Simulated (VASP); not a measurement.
A run of VASP 6.6.1 is set up as follows.

The input INCAR:

```
SYSTEM = ZrO2
PREC = Accurate
ENCUT = 600
EDIFF = 1E-6
ISMEAR = 0
SIGMA = 0.02
LREAL = .FALSE.
LASPH = .TRUE.
NELM = 120
ALGO = Normal
ISIF = 2
LWAVE = .FALSE.
LCHARG = .FALSE.
GGA = PS
NBANDS = 19
GGA_COMPAT = .FALSE.
```

The input KPOINTS:

```
Automatic mesh
0
G
  8 8 8
  0 0 0
```

POSCAR

```
ZrO2
1.0
    0.0000000000      2.5321771501      2.5321771501
    2.5321771501      0.0000000000      2.5321771501
    2.5321771501      2.5321771501      0.0000000000
Zr O
1 2
Direct
    0.0000000000      0.0000000000      0.0000000000
    0.2500000000      0.2500000000      0.2500000000
    0.7500000000      0.7500000000      0.7500000000
```

Potentials or basis: VASP PAW PBE potentials, release 64 (Zr_sv, O).

Command:

```bash
$ cat potpaw_PBE.64/Zr_sv/POTCAR potpaw_PBE.64/O/POTCAR > POTCAR
$ mpirun -np 1 vasp_std > vasp.out
```

(1) Estimate the pressure.

(2) Estimate the band gap on the k mesh.

Answers

(1) 0.2 GPa.

(2) 3.32 eV (least direct gap 3.76 eV).

Caveat: the PAW data sets were made with another functional, which shifts forces and pressure a little.
